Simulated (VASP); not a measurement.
# Ge in VASP: a series of runs

Aim: see how the results for Ge move with the level of theory and the settings. Levels: revPBE+D3(BJ), revPBE+D4, PBEsol. Tasks: single point.

All numbers are computed with VASP 6.6.1; they aren't measurements. Logs are shortened: lines on timing, memory, paths and dates and some standing lists are left out, and cuts for length are marked.

## Step 1: The cell of the first run

The typed cell holds 2 atoms: a = 2.839 Å, b = 2.839 Å, c = 5.204 Å, α = 90.00°, β = 90.00°, γ = 120.01°.

This isn't the form of Ge at room conditions, which is diamond.

## Step 2: Single point, revPBE+D3(BJ)

The input, INCAR:

```
SYSTEM = Ge
ALGO = Normal ; EDIFF = 1E-6
ENCUT = 520 ; GGA = RE
ISIF = 2 ; ISMEAR = -1
IVDW = 12 ; LASPH = .True.
LCHARG = .False. ; LREAL = .False.
LWAVE = .False. ; NBANDS = 21
NELM = 60 ; PREC = Accurate
SIGMA = 0.05
```

The input, KPOINTS:

```
k-points
0
Gamma
  10 10 6
  0 0 0
```

The input, POSCAR:

```
Ge
1.0
    1.4193660428     -2.4587583704      0.0000000000
    1.4193660428      2.4587583704      0.0000000000
    0.0000000000      0.0000000000      5.2044266659
Ge
2
Direct
    0.4999689588      0.5000310412      0.2500000000
    0.5000310412      0.4999689588      0.7500000000
```

Potentials or basis: VASP PAW PBE potentials, release 64 (Ge_d).

On the command line:

```console
$ cat potpaw_PBE.64/Ge_d/POTCAR > POTCAR
$ mpirun -np 1 vasp_std > vasp.out
```

OUTCAR:

```text
SYSTEM = Ge
   EDIFF = 1E-6
   ENCUT = 520
   GGA = RE
   ISIF = 2
   ISMEAR = -1
   IVDW = 12
   LASPH = .True.
   LREAL = .False.
   NELM = 60
   PREC = Accurate
 IVDW          = 12

 ion  position               nearest neighbor table
   1  0.500  0.500  0.250-   2 2.60   2 2.60
   2  0.500  0.500  0.750-   1 2.60   1 2.60

  LATTYP: Found a base centered orthorhombic cell.
 ALAT       =     2.8387320856
 B/A-ratio  =     1.7322933593
 C/A-ratio  =     1.8333631033

  Lattice vectors:

 A1 = (   1.4193660428,  -2.4587583704,   0.0000000000)
 A2 = (   1.4193660428,   2.4587583704,   0.0000000000)
 A3 = (   0.0000000000,   0.0000000000,   5.2044266659)

Analysis of symmetry for initial positions (statically):
=====================================================================
 Subroutine PRICEL returns:
 Original cell was already a primitive cell.

 Routine SETGRP: Setting up the symmetry group for a
 base centered orthorhombic supercell.

 Subroutine GETGRP returns: Found  8 space group operations
 (whereof  4 operations were pure point group operations)
 out of a pool of  8 trial point group operations.

The static configuration has the point symmetry C_2h.
 The point group associated with its full space group is D_2h.

Analysis of symmetry for dynamics (positions and initial velocities):
=====================================================================
 Subroutine PRICEL returns:
 Original cell was already a primitive cell.

 Routine SETGRP: Setting up the symmetry group for a
 base centered orthorhombic supercell.

 Subroutine GETGRP returns: Found  8 space group operations
 (whereof  4 operations were pure point group operations)
 out of a pool of  8 trial point group operations.

The dynamic configuration has the point symmetry C_2h.
 The point group associated with its full space group is D_2h.

 Subroutine INISYM returns: Found  8 space group operations
 (whereof  4 operations are pure point group operations),
 and found     1 'primitive' translations

----------------------------------------------------------------------------------------

                                     Primitive cell

  volume of cell :      36.3256

  direct lattice vectors                    reciprocal lattice vectors
     1.419366043 -2.458758370  0.000000000     0.352269947 -0.203354671  0.000000000
     1.419366043  2.458758370  0.000000000     0.352269947  0.203354671  0.000000000
     0.000000000  0.000000000  5.204426666     0.000000000  0.000000000  0.192144123

  length of vectors
     2.839030237  2.839030237  5.204426666     0.406752059  0.406752059  0.192144123

  position of ions in fractional coordinates (direct lattice)
     0.499968959  0.500031041  0.250000000
     0.500031041  0.499968959  0.750000000

  ion indices of the primitive-cell ions
   primitive index   ion index
                 1           1
                 2           2

----------------------------------------------------------------------------------------

 KPOINTS: k-points

Automatic generation of k-mesh.
 Grid dimensions read from file:
 generate k-points for:   10   10    6

 Generating k-lattice:

  Cartesian coordinates                     Fractional coordinates (reciprocal lattice)
     0.035226995 -0.020335467  0.000000000     0.100000000  0.000000000  0.000000000
     0.035226995  0.020335467  0.000000000     0.000000000  0.100000000  0.000000000
     0.000000000  0.000000000  0.032024021     0.000000000  0.000000000  0.166666667

  Length of vectors
     0.040675206  0.040675206  0.032024021

  Shift w.r.t. Gamma in fractional coordinates (k-lattice)
     0.000000000  0.000000000  0.000000000

 Subroutine IBZKPT returns following result:
 ===========================================

 Found    124 irreducible k-points:

 Following reciprocal coordinates:
            Coordinates               Weight
  0.000000  0.000000  0.000000      1.000000
  0.100000  0.000000  0.000000      4.000000
  0.200000  0.000000  0.000000      4.000000
  0.300000  0.000000  0.000000      4.000000
  0.400000 -0.000000  0.000000      4.000000
  0.500000 -0.000000  0.000000      2.000000
[... 16 lines left out ...]
  0.300000  0.300000  0.000000      2.000000
  0.400000  0.300000  0.000000      4.000000
 [... further k-points ...]
   k-points           NKPTS =    124   k-points in BZ     NKDIM =    124   number of bands    NBANDS=     21
   number of dos      NEDOS =    301   number of ions     NIONS =      2
   total plane-waves  NPLWV =  23040
   dimension x,y,z NGX =    24 NGY =   24 NGZ =   40
   dimension x,y,z NGXF=    48 NGYF=   48 NGZF=   80
   ions per type =               2
   NGX,Y,Z   is equivalent  to a cutoff of  14.05, 14.05, 12.78 a.u.
   NGXF,Y,Z  is equivalent  to a cutoff of  28.11, 28.11, 25.55 a.u.
 SYSTEM =  Ge
   PREC   = accura    normal or accurate (medium, high low for compatibility)
   ISTART =      0    job   : 0-new  1-cont  2-samecut
   ICHARG =      2    charge: 1-file 2-atom 10-const
   ISPIN  =      1    spin polarized calculation?
   LNONCOLLINEAR =      F non collinear calculations
   LSORBIT =      F    spin-orbit coupling
   LASPH  =      T    aspherical Exc in radial PAW
   ENCUT  =  520.0 eV  38.22 Ry    6.18 a.u.   5.28  5.28  9.68*2*pi/ulx,y,z
   NELM   =     60;   NELMIN=  2; NELMDL= -5     # of ELM steps
   EDIFF  = 0.1E-05   stopping-criterion for ELM
   LREAL  =      F    real-space projection
   EDIFFG = 0.1E-04   stopping-criterion for IOM
   NSW    =      0    number of steps for IOM
   IBRION =     -1    ionic relax: 0-MD 1-quasi-New 2-CG
   NFREE  =      0    steps in history (QN), initial steepest desc. (CG)
   ISIF   =      2    stress and relaxation
   ISYM   =      2    0-nonsym 1-usesym 2-fastsym
   POTIM  = 0.5000    time-step for ionic-motion
   TEBEG  =    0.0;   TEEND  =   0.0 temperature during run
   PSTRESS=    0.0 pullay stress
   NELECT =      28.0000    total number of electrons
   NUPDOWN=      -1.0000    fix difference up-down
   EMIN   =  10.00;   EMAX   =-10.00  energy-range for DOS
   EFERMI =   0.00;   METHOD = LEGACY
   ISMEAR =    -1;   SIGMA  =   0.05  broadening in eV -4-tet -1-fermi 0-gaus
   EFERMI_NEDOS =   21; number of points for ismear=-14 and -15
   IALGO  =     38    algorithm
   IMIX   =      4    mixing-type and parameters
     AMIX     =   0.40;   BMIX     =  1.00
     AMIX_MAG =   1.60;   BMIX_MAG =  1.00
  volume/ion in A,a.u.               =      18.16       122.57
  Fermi-wavevector in a.u.,A,eV,Ry     =   1.501031  2.836538 30.655224  2.253095
  Thomas-Fermi vector in A             =   2.612455
   LORBIT       =      0    0 simple, 1 ext, 2 COOP (PROOUT), +10 PAW based schemes
   GGA     = RE    functional components
   LHFCALC =     F    Hartree Fock is set to
   AEXX    =    0.0000 exact exchange contribution
   IVDW    =    12    specifies the selected vdW correction
   LEPSILON=     F    determine dielectric tensor
   LRPA    =     F    only Hartree local field effects (RPA)
 non-spin polarized calculation
  energy-cutoff  :      520.00
  volume of cell :       36.33
 maximum number of plane-waves:       996
 NGX is ok and might be reduce to    24
   NGX = 11   NGY = 11   NGZ = 19

 number of electron      28.0000022 magnetization

 Free energy of the ion-electron system (eV)
  ---------------------------------------------------
  ext. energy  EPLUGINS =         0.00000000
  ---------------------------------------------------
  free energy    TOTEN  =        -7.86311666 eV

  energy without entropy =       -7.85816738  energy(sigma->0) =       -7.86064202

 E-fermi :   7.1658     XC(G=0): -11.3493

 val. band max:        7.1429058405   @ k =   0.3000   0.0000   0.5000
 cond. band min:       7.2770699827   @ k =   0.5000   0.2000   0.3333
 fundamental gap:      0.1341641421
 Fermi energy:         7.1658314386

 k-point     1 :       0.0000    0.0000    0.0000
  band No.  band energies     occupation
      1     -17.7385      2.00000
      2     -17.6190      2.00000
      3     -17.6189      2.00000
      4     -17.6053      2.00000
      5     -17.6052      2.00000
      6     -17.5446      2.00000
[... 13 lines left out ...]
     20      21.2724      0.00000
     21      21.2766      0.00000

 k-point     2 :       0.1000    0.0000    0.0000
  band No.  band energies     occupation
      1     -17.7320      2.00000
      2     -17.6215      2.00000
      3     -17.6078      2.00000
      4     -17.6061      2.00000
      5     -17.5930      2.00000
      6     -17.5535      2.00000
[... 13 lines left out ...]
     20      19.5378      0.00000
     21      21.1489      0.00000

 k-point     3 :       0.2000    0.0000    0.0000
  band No.  band energies     occupation
      1     -17.7179      2.00000
      2     -17.6256      2.00000
      3     -17.6167      2.00000
      4     -17.5765      2.00000
      5     -17.5722      2.00000
      6     -17.5605      2.00000
[... 13 lines left out ...]
     20      17.5699      0.00000
     21      19.8624      0.00000

 k-point     4 :       0.3000    0.0000    0.0000
  band No.  band energies     occupation
      1     -17.7088      2.00000
      2     -17.6301      2.00000
      3     -17.6233      2.00000
      4     -17.6045      2.00000
      5     -17.5577      2.00000
      6     -17.5300      2.00000
[... 13 lines left out ...]
     20      16.7395      0.00000
     21      20.7118      0.00000

 k-point     5 :       0.4000   -0.0000    0.0000
  band No.  band energies     occupation
      1     -17.7092      2.00000
      2     -17.6420      2.00000
      3     -17.6269      2.00000
      4     -17.6145      2.00000
      5     -17.5627      2.00000
      6     -17.5021      2.00000
[... 13 lines left out ...]
     20      18.0008      0.00000
     21      20.1208      0.00000

 k-point     6 :       0.5000   -0.0000    0.0000
  band No.  band energies     occupation
      1     -17.7109      2.00000
      2     -17.6467      2.00000
      3     -17.6354      2.00000
      4     -17.6098      2.00000
      5     -17.5646      2.00000
      6     -17.5073      2.00000
[... 13 lines left out ...]
     20      18.6937      0.00000
     21      19.9243      0.00000

 k-point     7 :       0.1000    0.1000    0.0000
  band No.  band energies     occupation
      1     -17.7210      2.00000
      2     -17.6251      2.00000
      3     -17.6103      2.00000
      4     -17.5832      2.00000
      5     -17.5743      2.00000
      6     -17.5688      2.00000
[... 13 lines left out ...]
     20      19.0637      0.00000
     21      19.5237      0.00000
[... 291 lines left out ...]
      1     -17.6886      2.00000
      2     -17.6231      2.00000
      3     -17.6090      2.00000
      4     -17.6068      2.00000
      5     -17.5689      2.00000
      6     -17.5309      2.00000
[... 13 lines left out ...]
     20      17.3572      0.00000
     21      21.1257      0.00000

 k-point    21 :      -0.3000    0.2000    0.0000
  band No.  band energies     occupation
      1     -17.7061      2.00000
      2     -17.6268      2.00000
      3     -17.6162      2.00000
      4     -17.5927      2.00000
      5     -17.5577      2.00000
      6     -17.5478      2.00000
[... 13 lines left out ...]
     20      18.6934      0.00000
     21      19.5862      0.00000

 k-point    22 :      -0.2000    0.2000    0.0000
  band No.  band energies     occupation
      1     -17.7179      2.00000
      2     -17.6256      2.00000
      3     -17.6168      2.00000
      4     -17.5765      2.00000
      5     -17.5721      2.00000
      6     -17.5605      2.00000
[... 13 lines left out ...]
     20      17.5678      0.00000
     21      19.8627      0.00000

 k-point    23 :       0.3000    0.3000    0.0000
  band No.  band energies     occupation
      1     -17.6640      2.00000
      2     -17.6146      2.00000
      3     -17.5969      2.00000
      4     -17.5826      2.00000
      5     -17.5677      2.00000
      6     -17.5398      2.00000
[... 13 lines left out ...]
     20      19.3443      0.00000
     21      24.3174      0.00000

 k-point    24 :       0.4000    0.3000    0.0000
  band No.  band energies     occupation
      1     -17.6640      2.00000
      2     -17.6146      2.00000
      3     -17.5969      2.00000
      4     -17.5826      2.00000
      5     -17.5676      2.00000
      6     -17.5399      2.00000
[... 13 lines left out ...]
     20      19.3438      0.00000
     21      24.3170      0.00000

 [... further k-points ...]

------------------------ aborting loop because EDIFF is reached ----------------------------------------

 Edisp (eV)   -1.40053

 E8    (eV) :    -0.9885

  FORCE on cell =-STRESS in cart. coord.  units (eV):
  Direction    XX          YY          ZZ          XY          YZ          ZX
  --------------------------------------------------------------------------------------
  -------------------------------------------------------------------------------------
  Total      -0.04281    -0.04482    -0.05337     0.00000     0.00000     0.00000
  in kB      -1.88801    -1.97673    -2.35406     0.00000     0.00000     0.00000
  external pressure =       -2.07 kB  Pullay stress =        0.00 kB

 VOLUME and BASIS-vectors are now :
 -----------------------------------------------------------------------------
  energy-cutoff  :      520.00
  volume of cell :       36.33
      direct lattice vectors                 reciprocal lattice vectors
     1.419366043 -2.458758370  0.000000000     0.352269947 -0.203354671  0.000000000
     1.419366043  2.458758370  0.000000000     0.352269947  0.203354671  0.000000000
     0.000000000  0.000000000  5.204426666     0.000000000  0.000000000  0.192144123

 POSITION                                       TOTAL-FORCE (eV/Angst)
 -----------------------------------------------------------------------------------
      1.41937      0.00015      1.30111         0.000000     -0.000042     -0.000000
      1.41937     -0.00015      3.90332         0.000000      0.000042      0.000000
 -----------------------------------------------------------------------------------
    total drift:                                0.000000     -0.000000     -0.000000

  FREE ENERGIE OF THE ION-ELECTRON SYSTEM (eV)
  ---------------------------------------------------
  free  energy   TOTEN  =        -9.2636444471 eV

  energy  without entropy=       -9.2586951630  energy(sigma->0) =       -9.26116981
```

Wall time 2.9 min (1 thread of AMD EPYC 7R13, shared host); peak memory 0.19 GiB.

What came out:

```yaml
Free_energy: -9.2636 eV
Pressure: -0.2 GPa
Band_gap_on_the_k_mesh: zero (bands 14 and 15 overlap by 9.68 eV)
Dispersion_energy_per_atom: -0.700 eV
```

Levels at points of the mesh, in eV from the Fermi level:
```
           k point  band 12  band 13  band 14  band 15  band 16  band 17
(0.00, 0.00, 0.00)    -9.18    -6.22     7.53     8.31     8.31    10.69
(0.50, 0.00, 0.00)    -5.89    -3.59    -2.40    -2.15     3.32     4.03
(0.50, 0.50, 0.00)    -5.89    -3.59    -2.40    -2.15     3.32     4.04
(0.00, 0.00, 0.50)   -12.18    -0.43    -0.43     9.60     9.60     9.60
(0.50, 0.00, 0.50)    -7.07    -4.61    -4.61     4.06     4.06     5.30
(0.50, 0.50, 0.50)    -7.07    -4.61    -4.61     4.06     4.06     5.30
```

Caveat: the PAW data sets were made with another functional, which shifts forces and pressure a little.

(Part 1 of 2 ends here.)
